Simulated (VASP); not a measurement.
Wanted: the native input for a VASP 6.6.1 run.

| Item | Value |
| --- | --- |
| Task | single point |
| Functional | r2SCAN |
| Potentials or basis | VASP PAW PBE potentials, release 64 (Ga_d, N) |
| Cutoff | 520 eV |
| k mesh | 14 × 14 × 14 |
| Occupations | fermi-dirac, width 0.05 eV |
| Spin | no spin polarisation |
| Dipole correction | no |
| Further INCAR settings | ALGO = Normal; EDIFF = 1e-06; NBANDS = 16 |

GaN:

```
Ga N
1.0
     2.24895    2.24895    0.00000
    -2.24895    2.24895    0.00000
     0.00000    2.24895    2.24895
Ga N
1 1
Direct
  0.00000 0.00000 0.00000
  0.25000 0.75000 0.50000
```

These files were run (other wordings do the same):

POSCAR

```
GaN
1.0
    2.2489450353      2.2489450353      0.0000000000
   -2.2489450353      2.2489450353      0.0000000000
    0.0000000000      2.2489450353      2.2489450353
Ga N
1 1
Direct
    0.0000000000      0.0000000000      0.0000000000
    0.2500000000      0.7500000000      0.5000000000
```

INCAR.step1

```
SYSTEM = GaN
PREC = Accurate
ENCUT = 520
ISMEAR = -1
SIGMA = 0.05
LREAL = .False.
LASPH = .True.
NELM = 80
NBANDS = 16
GGA = PE
ALGO = Normal
EDIFF = 1E-4
LWAVE = .True.
LCHARG = .False.
```

INCAR.step2

```
SYSTEM = GaN
PREC = Accurate
ENCUT = 520
EDIFF = 1E-6
ISMEAR = -1
SIGMA = 0.05
LREAL = .False.
LASPH = .True.
NELM = 80
ALGO = Normal
ISIF = 2
LWAVE = .False.
LCHARG = .True.
METAGGA = R2SCAN
LMIXTAU = .True.
LELF = .True.
LVHAR = .True.
NBANDS = 16
ISTART = 1
```

KPOINTS

```
regular mesh
0
Gamma
  14 14 14
  0 0 0
```

Potentials or basis: VASP PAW PBE potentials, release 64 (Ga_d, N).

Run with:

```console
$ cat potpaw_PBE.64/Ga_d/POTCAR potpaw_PBE.64/N/POTCAR > POTCAR
$ cp INCAR.step1 INCAR
$ mpirun -np 1 vasp_std > vasp.out
$ cp INCAR.step2 INCAR
$ mpirun -np 1 vasp_std > vasp.out
```

It gave:

The pressure is 1.1 GPa and the band gap on the k mesh is 2.16 eV.

Caveat: the PAW data sets were made with another functional, which shifts forces and pressure a little.

Run time: 4.2 min on 1 thread of AMD EPYC 7R13 (shared host), peak memory 0.14 GiB.
